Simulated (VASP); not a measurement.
# SnTe (Fm-3m) in VASP: notebook, part 2 of 3

VASP 6.6.1. The steps go on from the part before.

**4. Single point, PBEsol**

This run uses another cell than the first one, of 30.66 Å³/atom, 1.043 times its volume.

Input file INCAR:

```
PREC = Accurate
ENCUT = 520
EDIFF = 1E-6
ISMEAR = 0
SIGMA = 0.01
LREAL = F
LASPH = T
NELM = 60
ALGO = Normal
ISIF = 2
LWAVE = F
LCHARG = F
GGA = PS
NBANDS = 17
```

Input file KPOINTS:

```
Automatic mesh
0
Gamma
  5 5 5
```

Input file POSCAR:

```
SnTe
1.0
    0.0000000000      3.1297027185      3.1297027185
    3.1297027185      0.0000000000      3.1297027185
    3.1297027185      3.1297027185      0.0000000000
Sn Te
1 1
Direct
    0.0000000000      0.0000000000      0.0000000000
    0.5000000000      0.5000000000      0.5000000000
```

Potentials or basis: VASP PAW PBE potentials, release 64 (Sn_d, Te).

The run is started by

```console
$ cat potpaw_PBE.64/Sn_d/POTCAR potpaw_PBE.64/Te/POTCAR > POTCAR
$ mpirun -np 1 vasp_std > vasp.out
```

OUTCAR:

```text
PREC = Accurate
   ENCUT = 520
   EDIFF = 1E-6
   ISMEAR = 0
   LREAL = F
   LASPH = T
   NELM = 60
   ISIF = 2
   GGA = PS

 ion  position               nearest neighbor table
   1  0.000  0.000  0.000-   2 3.13   2 3.13   2 3.13   2 3.13   2 3.13   2 3.13
   2  0.500  0.500  0.500-   1 3.13   1 3.13   1 3.13   1 3.13   1 3.13   1 3.13

  LATTYP: Found a face centered cubic cell.
 ALAT       =     6.2594054370

  Lattice vectors:

 A1 = (   0.0000000000,   3.1297027185,   3.1297027185)
 A2 = (   3.1297027185,   0.0000000000,   3.1297027185)
 A3 = (   3.1297027185,   3.1297027185,   0.0000000000)

Analysis of symmetry for initial positions (statically):
=====================================================================
 Subroutine PRICEL returns:
 Original cell was already a primitive cell.

 Routine SETGRP: Setting up the symmetry group for a
 face centered cubic supercell.

 Subroutine GETGRP returns: Found 48 space group operations
 (whereof 48 operations were pure point group operations)
 out of a pool of 48 trial point group operations.

The static configuration has the point symmetry O_h .

Analysis of symmetry for dynamics (positions and initial velocities):
=====================================================================
 Subroutine PRICEL returns:
 Original cell was already a primitive cell.

 Routine SETGRP: Setting up the symmetry group for a
 face centered cubic supercell.

 Subroutine GETGRP returns: Found 48 space group operations
 (whereof 48 operations were pure point group operations)
 out of a pool of 48 trial point group operations.

The dynamic configuration has the point symmetry O_h .

 Subroutine INISYM returns: Found 48 space group operations
 (whereof 48 operations are pure point group operations),
 and found     1 'primitive' translations

----------------------------------------------------------------------------------------

                                     Primitive cell

  volume of cell :      61.3111

  direct lattice vectors                    reciprocal lattice vectors
     0.000000000  3.129702718  3.129702718    -0.159759583  0.159759583  0.159759583
     3.129702718  0.000000000  3.129702718     0.159759583 -0.159759583  0.159759583
     3.129702718  3.129702718  0.000000000     0.159759583  0.159759583 -0.159759583

  length of vectors
     4.426068031  4.426068031  4.426068031     0.276711714  0.276711714  0.276711714

  position of ions in fractional coordinates (direct lattice)
     0.000000000  0.000000000  0.000000000
     0.500000000  0.500000000  0.500000000

  ion indices of the primitive-cell ions
   primitive index   ion index
                 1           1
                 2           2

----------------------------------------------------------------------------------------

 KPOINTS: Automatic mesh

Automatic generation of k-mesh.
 Grid dimensions read from file:
 generate k-points for:    5    5    5

 Generating k-lattice:

  Cartesian coordinates                     Fractional coordinates (reciprocal lattice)
    -0.031951917  0.031951917  0.031951917     0.200000000  0.000000000  0.000000000
     0.031951917 -0.031951917  0.031951917     0.000000000  0.200000000  0.000000000
     0.031951917  0.031951917 -0.031951917     0.000000000  0.000000000  0.200000000

  Length of vectors
     0.055342343  0.055342343  0.055342343

  Shift w.r.t. Gamma in fractional coordinates (k-lattice)
     0.000000000  0.000000000  0.000000000

 Subroutine IBZKPT returns following result:
 ===========================================

 Found     10 irreducible k-points:

 Following reciprocal coordinates:
            Coordinates               Weight
  0.000000  0.000000  0.000000      1.000000
  0.200000  0.000000  0.000000      8.000000
  0.400000  0.000000  0.000000      8.000000
  0.200000  0.200000  0.000000      6.000000
  0.400000  0.200000  0.000000     24.000000
 -0.400000  0.200000  0.000000     24.000000
 -0.200000  0.200000  0.000000     12.000000
  0.400000  0.400000  0.000000      6.000000
 -0.400000  0.400000  0.000000     12.000000
 -0.400000  0.400000  0.200000     24.000000
   k-points           NKPTS =     10   k-points in BZ     NKDIM =     10   number of bands    NBANDS=     17
   number of dos      NEDOS =    301   number of ions     NIONS =      2
   total plane-waves  NPLWV =  46656
   dimension x,y,z NGX =    36 NGY =   36 NGZ =   36
   dimension x,y,z NGXF=    72 NGYF=   72 NGZF=   72
   ions per type =               1   1
   NGX,Y,Z   is equivalent  to a cutoff of  13.52, 13.52, 13.52 a.u.
   NGXF,Y,Z  is equivalent  to a cutoff of  27.04, 27.04, 27.04 a.u.
 SYSTEM =  unknown system
   PREC   = accura    normal or accurate (medium, high low for compatibility)
   ISTART =      0    job   : 0-new  1-cont  2-samecut
   ICHARG =      2    charge: 1-file 2-atom 10-const
   ISPIN  =      1    spin polarized calculation?
   LNONCOLLINEAR =      F non collinear calculations
   LSORBIT =      F    spin-orbit coupling
   LASPH  =      T    aspherical Exc in radial PAW
   ENCUT  =  520.0 eV  38.22 Ry    6.18 a.u.   8.23  8.23  8.23*2*pi/ulx,y,z
   NELM   =     60;   NELMIN=  2; NELMDL= -5     # of ELM steps
   EDIFF  = 0.1E-05   stopping-criterion for ELM
   LREAL  =      F    real-space projection
   EDIFFG = 0.1E-04   stopping-criterion for IOM
   NSW    =      0    number of steps for IOM
   IBRION =     -1    ionic relax: 0-MD 1-quasi-New 2-CG
   NFREE  =      0    steps in history (QN), initial steepest desc. (CG)
   ISIF   =      2    stress and relaxation
   ISYM   =      2    0-nonsym 1-usesym 2-fastsym
   POTIM  = 0.5000    time-step for ionic-motion
   TEBEG  =    0.0;   TEEND  =   0.0 temperature during run
   PSTRESS=    0.0 pullay stress
   NELECT =      20.0000    total number of electrons
   NUPDOWN=      -1.0000    fix difference up-down
   EMIN   =  10.00;   EMAX   =-10.00  energy-range for DOS
   EFERMI =   0.00;   METHOD = LEGACY
   ISMEAR =     0;   SIGMA  =   0.01  broadening in eV -4-tet -1-fermi 0-gaus
   EFERMI_NEDOS =   21; number of points for ismear=-14 and -15
   IALGO  =     38    algorithm
   IMIX   =      4    mixing-type and parameters
     AMIX     =   0.40;   BMIX     =  1.00
     AMIX_MAG =   1.60;   BMIX_MAG =  1.00
  volume/ion in A,a.u.               =      30.66       206.87
  Fermi-wavevector in a.u.,A,eV,Ry     =   1.126951  2.129629 17.279655  1.270019
  Thomas-Fermi vector in A             =   2.263635
   LORBIT       =      0    0 simple, 1 ext, 2 COOP (PROOUT), +10 PAW based schemes
   GGA     = PS    functional components
   LHFCALC =     F    Hartree Fock is set to
   AEXX    =    0.0000 exact exchange contribution
   IVDW    =     0    specifies the selected vdW correction
   LEPSILON=     F    determine dielectric tensor
   LRPA    =     F    only Hartree local field effects (RPA)
 non-spin polarized calculation
 Gauss-broadening in eV      SIGMA  =   0.01
  energy-cutoff  :      520.00
  volume of cell :       61.31
 maximum number of plane-waves:      1661
 NGX is ok and might be reduce to    36
   NGX = 17   NGY = 17   NGZ = 17

 number of electron      19.9999997 magnetization

 Free energy of the ion-electron system (eV)
  ---------------------------------------------------
  ext. energy  EPLUGINS =         0.00000000
  ---------------------------------------------------
  free energy    TOTEN  =        -8.34505423 eV

  energy without entropy =       -8.34505423  energy(sigma->0) =       -8.34505423

 E-fermi :   6.7968     XC(G=0):  -9.7488

 val. band max:        6.7236797446   @ k =  -0.2000   0.2000   0.0000
 cond. band min:       7.5989908694   @ k =   0.4000   0.0000   0.0000
 fundamental gap:      0.8753111248
 Fermi energy:         6.7967893484

 k-point     1 :       0.0000    0.0000    0.0000
  band No.  band energies     occupation
      1     -14.7485      2.00000
      2     -14.7485      2.00000
      3     -14.7395      2.00000
      4     -14.7395      2.00000
      5     -14.7395      2.00000
      6      -5.9218      2.00000
[... 9 lines left out ...]
     16      11.7351      0.00000
     17      13.6871      0.00000
[... 161 lines left out ...]
 k-point    10 :      -0.4000    0.4000    0.2000
  band No.  band energies     occupation
      1     -14.7614      2.00000
      2     -14.7487      2.00000
      3     -14.7382      2.00000
      4     -14.7332      2.00000
      5     -14.7287      2.00000
      6      -4.3148      2.00000
[... 9 lines left out ...]
     16      16.6691      0.00000
     17      16.7705      0.00000

------------------------ aborting loop because EDIFF is reached ----------------------------------------

  FORCE on cell =-STRESS in cart. coord.  units (eV):
  Direction    XX          YY          ZZ          XY          YZ          ZX
  --------------------------------------------------------------------------------------
  -------------------------------------------------------------------------------------
  Total        0.2057235      0.2057235      0.2057235      0.0000000     -0.0000000      0.0000000
  in kB        5.3759513      5.3759513      5.3759513      0.0000000     -0.0000000      0.0000000
  external PRESSURE =       5.3759513 kB  Pullay stress =       0.0000000 kB

 VOLUME and BASIS-vectors are now :
 -----------------------------------------------------------------------------
  energy-cutoff  :      520.00
  volume of cell :       61.31
      direct lattice vectors                 reciprocal lattice vectors
     0.000000000  3.129702718  3.129702718    -0.159759583  0.159759583  0.159759583
     3.129702718  0.000000000  3.129702718     0.159759583 -0.159759583  0.159759583
     3.129702718  3.129702718  0.000000000     0.159759583  0.159759583 -0.159759583

 POSITION                                       TOTAL-FORCE (eV/Angst)
 -----------------------------------------------------------------------------------
      0.00000      0.00000      0.00000         0.000000      0.000000      0.000000
      3.12970      3.12970      3.12970        -0.000000     -0.000000     -0.000000
 -----------------------------------------------------------------------------------
    total drift:                               -0.000000      0.000000      0.000000

  FREE ENERGIE OF THE ION-ELECTRON SYSTEM (eV)
  ---------------------------------------------------
  free  energy   TOTEN  =        -8.3450542314 eV

  energy  without entropy=       -8.3450542314  energy(sigma->0) =       -8.34505423
```

Run time: 32 s. Hardware: 1 thread of AMD EPYC 7R13, shared host; peak memory 0.17 GiB.

What came out:

- Free energy: -8.3451 eV
- Pressure: 0.5 GPa

Levels at points of the mesh, in eV from the Fermi level:
```csv
k point,band 6,band 7,band 8,band 9,band 10,band 11,band 12,band 13,band 14,band 15
"(0.00, 0.00, 0.00)",-12.72,-4.38,-1.93,-1.93,-1.93,3.63,3.63,3.63,4.94,4.94
```

Caveat: this odd mesh misses L, where the gap lies, so gap, dielectric constants and Born charges aren't listed; the PAW data sets were made with another functional, which shifts forces and pressure a little; spin-orbit coupling is left out, which moves the levels of the heavy elements.

**5. Single point, PBEsol**

This run uses another cell than the first one, of 31.28 Å³/atom, 1.064 times its volume.

Input file INCAR:

```
SYSTEM = SnTe
PREC     = Accurate       ! precision mode
ENCUT    = 520            ! plane-wave cutoff, eV
EDIFF    = 1E-6           ! SCF threshold, eV
ISMEAR   = 0              ! smearing method
SIGMA    = 0.01           ! smearing width, eV
LREAL    = .False.        ! projectors in reciprocal space
LASPH    = .True.         ! aspherical terms in the spheres
NELM     = 60             ! most SCF steps
ALGO     = Normal         ! electronic algorithm
ISIF     = 2              ! what is computed and relaxed
LWAVE    = .False.        ! write WAVECAR
LCHARG   = .False.        ! write CHGCAR
GGA      = PS             ! functional
NBANDS   = 17             ! bands
```

Input file KPOINTS:

```
Automatic mesh
0
Gamma
  5 5 5
  0 0 0
```

Input file POSCAR:

```
SnTe
1.0
    0.0000000000      3.1508500000      3.1508500000
    3.1508500000      0.0000000000      3.1508500000
    3.1508500000      3.1508500000      0.0000000000
Sn Te
1 1
Direct
    0.0000000000      0.0000000000      0.0000000000
    0.5000000000      0.5000000000      0.5000000000
```

Potentials or basis: VASP PAW PBE potentials, release 64 (Sn_d, Te).

The run is started by

```console
$ cat potpaw_PBE.64/Sn_d/POTCAR potpaw_PBE.64/Te/POTCAR > POTCAR
$ mpirun -np 1 vasp_std > vasp.out
```

OUTCAR:

```text
SYSTEM = SnTe
   PREC = Accurate
   ENCUT = 520
   EDIFF = 1E-6
   ISMEAR = 0
   LREAL = .False.
   LASPH = .True.
   NELM = 60
   ISIF = 2
   GGA = PS

 ion  position               nearest neighbor table
   1  0.000  0.000  0.000-   2 3.15   2 3.15   2 3.15   2 3.15   2 3.15   2 3.15
   2  0.500  0.500  0.500-   1 3.15   1 3.15   1 3.15   1 3.15   1 3.15   1 3.15

  LATTYP: Found a face centered cubic cell.
 ALAT       =     6.3017000000

  Lattice vectors:

 A1 = (   0.0000000000,   3.1508500000,   3.1508500000)
 A2 = (   3.1508500000,   0.0000000000,   3.1508500000)
 A3 = (   3.1508500000,   3.1508500000,   0.0000000000)

Analysis of symmetry for initial positions (statically):
=====================================================================
 Subroutine PRICEL returns:
 Original cell was already a primitive cell.

 Routine SETGRP: Setting up the symmetry group for a
 face centered cubic supercell.

 Subroutine GETGRP returns: Found 48 space group operations
 (whereof 48 operations were pure point group operations)
 out of a pool of 48 trial point group operations.

The static configuration has the point symmetry O_h .

Analysis of symmetry for dynamics (positions and initial velocities):
=====================================================================
 Subroutine PRICEL returns:
 Original cell was already a primitive cell.

 Routine SETGRP: Setting up the symmetry group for a
 face centered cubic supercell.

 Subroutine GETGRP returns: Found 48 space group operations
 (whereof 48 operations were pure point group operations)
 out of a pool of 48 trial point group operations.

The dynamic configuration has the point symmetry O_h .

 Subroutine INISYM returns: Found 48 space group operations
 (whereof 48 operations are pure point group operations),
 and found     1 'primitive' translations

----------------------------------------------------------------------------------------

[... 96 lines left out ...]
     AMIX     =   0.40;   BMIX     =  1.00
     AMIX_MAG =   1.60;   BMIX_MAG =  1.00
  volume/ion in A,a.u.               =      31.28       211.10
  Fermi-wavevector in a.u.,A,eV,Ry     =   1.119387  2.115336 17.048485  1.253028
  Thomas-Fermi vector in A             =   2.256026
   LORBIT       =      0    0 simple, 1 ext, 2 COOP (PROOUT), +10 PAW based schemes
   GGA     = PS    functional components
   LHFCALC =     F    Hartree Fock is set to
   AEXX    =    0.0000 exact exchange contribution
   IVDW    =     0    specifies the selected vdW correction
   LEPSILON=     F    determine dielectric tensor
   LRPA    =     F    only Hartree local field effects (RPA)
 non-spin polarized calculation
 Gauss-broadening in eV      SIGMA  =   0.01
  energy-cutoff  :      520.00
  volume of cell :       62.56
 maximum number of plane-waves:      1694
 NGX is ok and might be reduce to    36
   NGX = 17   NGY = 17   NGZ = 17

 number of electron      19.9999998 magnetization

 Free energy of the ion-electron system (eV)
  ---------------------------------------------------
  ext. energy  EPLUGINS =         0.00000000
  ---------------------------------------------------
  free energy    TOTEN  =        -8.34595640 eV

  energy without entropy =       -8.34595640  energy(sigma->0) =       -8.34595640

 E-fermi :   6.5166     XC(G=0):  -9.6583

 val. band max:        6.4516309683   @ k =  -0.2000   0.2000   0.0000
 cond. band min:       7.3390737776   @ k =   0.4000   0.0000   0.0000
 fundamental gap:      0.8874428093
 Fermi energy:         6.5165947490

 k-point     1 :       0.0000    0.0000    0.0000
  band No.  band energies     occupation
      1     -14.9921      2.00000
      2     -14.9921      2.00000
      3     -14.9845      2.00000
      4     -14.9845      2.00000
      5     -14.9845      2.00000
      6      -6.0239      2.00000
[... 177 lines left out ...]
      4     -14.9787      2.00000
      5     -14.9746      2.00000
      6      -4.4844      2.00000
[... 9 lines left out ...]
     16      16.3861      0.00000
     17      16.4461      0.00000

------------------------ aborting loop because EDIFF is reached ----------------------------------------

  FORCE on cell =-STRESS in cart. coord.  units (eV):
  Direction    XX          YY          ZZ          XY          YZ          ZX
  --------------------------------------------------------------------------------------
  -------------------------------------------------------------------------------------
  Total       -0.1601624     -0.1601624     -0.1601624      0.0000000      0.0000000      0.0000000
  in kB       -4.1016451     -4.1016451     -4.1016451      0.0000000      0.0000000      0.0000000
  external PRESSURE =      -4.1016451 kB  Pullay stress =       0.0000000 kB

 VOLUME and BASIS-vectors are now :
 -----------------------------------------------------------------------------
  energy-cutoff  :      520.00
  volume of cell :       62.56
      direct lattice vectors                 reciprocal lattice vectors
     0.000000000  3.150850000  3.150850000    -0.158687338  0.158687338  0.158687338
     3.150850000  0.000000000  3.150850000     0.158687338 -0.158687338  0.158687338
     3.150850000  3.150850000  0.000000000     0.158687338  0.158687338 -0.158687338

 POSITION                                       TOTAL-FORCE (eV/Angst)
 -----------------------------------------------------------------------------------
      0.00000      0.00000      0.00000        -0.000000      0.000000     -0.000000
      3.15085      3.15085      3.15085         0.000000     -0.000000      0.000000
 -----------------------------------------------------------------------------------
    total drift:                               -0.000000      0.000000      0.000000

  FREE ENERGIE OF THE ION-ELECTRON SYSTEM (eV)
  ---------------------------------------------------
  free  energy   TOTEN  =        -8.3459563978 eV

  energy  without entropy=       -8.3459563978  energy(sigma->0) =       -8.34595640
```

OSZICAR:

```text
N       E                     dE             d eps       ncg     rms          rms(c)
DAV:   1     0.123763757931E+03    0.12376E+03   -0.95639E+03   340   0.132E+03
DAV:   2     0.246674642484E+01   -0.12130E+03   -0.11825E+03   356   0.323E+02
DAV:   3    -0.809971613074E+01   -0.10566E+02   -0.10508E+02   435   0.864E+01
DAV:   4    -0.839013073128E+01   -0.29041E+00   -0.29023E+00   370   0.153E+01
DAV:   5    -0.840227485074E+01   -0.12144E-01   -0.12144E-01   486   0.306E+00    0.513E+00
DAV:   6    -0.834866401280E+01    0.53611E-01   -0.11636E-01   460   0.265E+00    0.324E+00
DAV:   7    -0.834666742244E+01    0.19966E-02   -0.46081E-02   422   0.131E+00    0.713E-01
DAV:   8    -0.834591162988E+01    0.75579E-03   -0.72876E-03   436   0.711E-01    0.163E-01
DAV:   9    -0.834598179984E+01   -0.70170E-04   -0.59256E-04   436   0.212E-01    0.411E-02
DAV:  10    -0.834595721959E+01    0.24580E-04   -0.85187E-05   454   0.834E-02    0.208E-02
DAV:  11    -0.834595661727E+01    0.60232E-06   -0.29361E-05   436   0.447E-02    0.227E-02
DAV:  12    -0.834595639778E+01    0.21950E-06   -0.23993E-06   335   0.140E-02
   1 F= -.83459564E+01 E0= -.83459564E+01  d E =-.254213E-21
```

Wall time 31 s (1 thread of AMD EPYC 7R13, shared host); peak memory 0.17 GiB.

Results:

```
Free energy : -8.3460 eV
Pressure    : -0.4 GPa
```

Caveat: this odd mesh misses L, where the gap lies, so gap, dielectric constants and Born charges aren't listed; the PAW data sets were made with another functional, which shifts forces and pressure a little; spin-orbit coupling is left out, which moves the levels of the heavy elements.

(Part 2 of 3 ends here.)
